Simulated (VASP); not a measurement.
Set up this calculation in VASP 6.6.1, as the native input.

- Task: single point
- Functional: PBE
- Potentials or basis: VASP PAW PBE potentials, release 64 (Bi_d)
- Cutoff: 520 eV
- k mesh: 13 × 13 × 7
- Occupations: fermi-dirac, width 0.08 eV
- Spin: no spin polarisation
- Dipole correction: no
- Further INCAR settings: ALGO = Normal; EDIFF = 1e-06; NBANDS = 22

The structure of Bi lies in POSCAR:

```
Bi
1.0
    3.3228131842      0.0000000000      0.0000000000
   -1.6614065921      2.8776406295      0.0000000000
    0.0000000000      0.0000000000      5.2418443673
Bi
2
Direct
    0.3333333333      0.6666666667      0.2500000000
    0.6666666667      0.3333333333      0.7500000000
```

This isn't the form of Bi at room conditions, which is rhombohedral.

One way to write it, as run:

INCAR

```
ALGO = Normal ; EDIFF = 1E-6
ENCUT = 520 ; GGA = PE
ISIF = 2 ; ISMEAR = -1
LASPH = True ; LCHARG = True
LELF = True ; LREAL = False
LVHAR = True ; LWAVE = False
NBANDS = 22 ; NELM = 60
PREC = Accurate ; SIGMA = 0.08
```

KPOINTS

```
k-points
0
Gamma
  13 13 7
```

Potentials or basis: VASP PAW PBE potentials, release 64 (Bi_d).

Command:

```bash
$ cat potpaw_PBE.64/Bi_d/POTCAR > POTCAR
$ mpirun -np 1 vasp_std > vasp.out
```

Results of the run:

The pressure is 20.9 GPa and the band gap on the k mesh is zero (bands 15 and 16 overlap by 7.68 eV).

Caveat: the cell stands under pressure; spin-orbit coupling is left out, which moves the levels of the heavy elements.

Run time: 84 s on 1 thread of Intel Xeon 8259CL, with other jobs on the host, peak memory 0.22 GiB.
